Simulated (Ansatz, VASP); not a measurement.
## Al2SiO in VASP and in Ansatz

```
Al Si O
1.0
     2.67193    0.00000    0.00000
     0.00000    2.67193    0.00000
     0.00000    0.00000    8.16797
Al Si O
2 1 1
Direct
  0.50000 0.50000 0.68063
  0.50000 0.50000 0.31937
  0.50000 0.50000 0.00000
  0.00000 0.00000 0.50000
```

Alike in both runs: functional PBE; k mesh 18 × 18 × 6; occupations gaussian, width 0.1 eV; no spin polarisation.

Ansatz relaxed the structure, and its values are those at the end. VASP's run is a single point on that final structure, the one shown.

|  | VASP | Ansatz |
| --- | --- | --- |
| version | VASP 6.6.1 | Ansatz 0.2.0 |
| potentials or method | VASP PAW PBE potentials, release 64 (Al, Si, O), cutoff 520 eV | scalar-relativistic, plane waves, PAW |
| valence electrons in the cell | 16 | 16 |

```csv
,VASP,Ansatz,Ansatz less VASP
gap on the k mesh at the Fermi level (eV),none,none,-
pressure (GPa),0.0,0.0,+0.05
```

A gap of «none» marks a metal or a gap that the smearing closes.
